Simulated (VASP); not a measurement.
ReS2, 24 atoms in the cell. The cell holds a sheet with vacuum, 24 atoms: a = 6.299 Å, b = 6.404 Å, c = 23.000 Å, α = 90.00°, β = 90.00°, γ = 61.23°. 

- Program: VASP 6.6.1
- Task: single point
- Functional: LDA
- Potentials or basis: VASP PAW LDA potentials, release 64 (Re, S)
- Cutoff: 520 eV
- k mesh: 4 × 4 × 1
- Occupations: gaussian, width 0.01 eV
- Spin: no spin polarisation
- Dipole correction: no
- Further INCAR settings: LREAL = Auto; ALGO = Normal; EDIFF = 1e-07; NBANDS = 94

Potentials or basis: VASP PAW LDA potentials, release 64 (Re, S).

Command:

```sh
$ cat potpaw_LDA.64/Re/POTCAR potpaw_LDA.64/S/POTCAR > POTCAR
$ mpirun -np 1 vasp_std > vasp.out
```

Hardware: 1 × NVIDIA H100 80GB with 1 thread of AMD EPYC 7R13 Processor (Zen 3) (shared host).

Q: How long does it take, and how much memory?

A: Run time: 2.6 min on 1 × NVIDIA H100 80GB with 1 thread of AMD EPYC 7R13 Processor (Zen 3) (shared host), peak memory 1.9 GiB. Counts: scf iterations 35, k points 10.
